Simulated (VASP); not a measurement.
# NiO2: single point with LDA

NiO2:

```xyz
3
Lattice="2.6525 0.0000 0.0000 -1.3263 2.2971 0.0000 0.0000 0.0000 4.5631" Properties=species:S:1:pos:R:3 pbc="T T T"
Ni    0.0000    0.0000    2.2816
O     1.3263    0.7657    3.3876
O     0.0000    1.5314    1.1755
```

This cell differs from its parent crystal: c/a of the conventional cell at fixed volume 1.7203.

```yaml
Program: VASP 6.6.1
Task: single point
Functional: LDA
Potentials_or_basis: VASP PAW LDA potentials, release 64 (Ni, O)
Cutoff: 520 eV
k_mesh: 12 × 12 × 6
Occupations: gaussian, width 0.05 eV
Spin: no spin polarisation
```

The pressure is -8.3 GPa. The largest force is 2.313 eV/Å. The band gap on the k mesh is 0.70 eV, indirect (least direct gap 0.75 eV).

Forces in eV/Å, atoms in the order of the input:
```
Ni   0.000  0.000  0.000
O    0.000  0.000 -2.313
O    0.000  0.000  2.313
```

Stress tensor (GPa, compression positive):
```
  2.55   0.00   0.00
  0.00   2.55   0.00
  0.00   0.00 -29.90
```

Levels at points of the mesh, in eV from the valence-band top:
```csv
k point,band 8,band 9,band 10,band 11,band 12,band 13,band 14,band 15
"(0.00, 0.00, 0.00)",-1.08,-0.68,-0.57,-0.57,1.95,1.95,7.91,11.78
"(0.50, 0.00, 0.00)",-2.07,-1.94,-1.41,-0.68,1.68,1.97,11.70,13.55
"(0.00, 0.00, 0.50)",-2.13,-0.66,-0.66,-0.43,2.04,2.04,9.49,11.16
"(0.50, 0.00, 0.50)",-1.85,-1.73,-1.41,-0.76,1.76,1.77,11.05,12.87
```

Wall time 21 s on 1 thread of Intel(R) Xeon(R) 6975P-C (Granite Rapids) (shared host), peak memory 0.16 GiB.

Caveat: forces of over 1 eV/Å act on the atoms, so gaps and moduli don't describe the material at rest. Spin polarisation is off, so any magnetic state and its effect on volume and gap are missing.
